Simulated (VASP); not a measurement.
# MgC: single point with PBE

Crystal: MgC.

```
Mg C
1.0
    -1.86075    1.89120    2.06075
     1.86075   -1.89120    2.06075
     1.86075    1.89120   -2.06075
Mg C
1 1
Direct
  0.50000 0.00000 0.50000
  0.00000 0.00000 0.00000
```

The cell was generated, and may not be a known phase.

```yaml
Program: VASP 6.6.1
Task: single point
Functional: PBE
Potentials_or_basis: VASP PAW PBE potentials, release 64 (Mg, C)
Cutoff: 520 eV
k_mesh: 6 × 6 × 6
Occupations: gaussian, width 0.1 eV
Spin: no spin polarisation
```

```yaml
Pressure: 15.7 GPa
Band_gap_on_the_k_mesh: zero (bands 3 and 4 overlap by 2.72 eV)
```

Stress tensor (GPa, compression positive):
```
-10.77   0.00   0.00
  0.00  71.53   0.00
  0.00   0.00 -13.75
```

Levels at points of the mesh, in eV from the Fermi level:
```csv
k point,band 1,band 2,band 3,band 4,band 5,band 6
"(0.00, 0.00, 0.00)",-10.72,0.57,1.61,1.69,4.62,10.90
"(0.50, 0.00, 0.00)",-8.81,-3.70,0.44,0.78,6.08,8.95
"(0.00, 0.50, 0.00)",-8.93,-3.42,-0.39,1.47,6.70,8.57
"(0.50, 0.50, 0.00)",-8.63,-3.42,0.00,0.46,5.10,7.65
"(0.50, 0.50, 0.50)",-7.93,-1.86,-1.73,-0.91,4.74,6.76
```

Wall time 34 s on 1 thread of Intel Xeon 8259CL, with other jobs on the host, peak memory 0.16 GiB.

Caveat: the k points lie up to 0.38 Å⁻¹ apart, too coarse for converged energies and pressures of a metal.
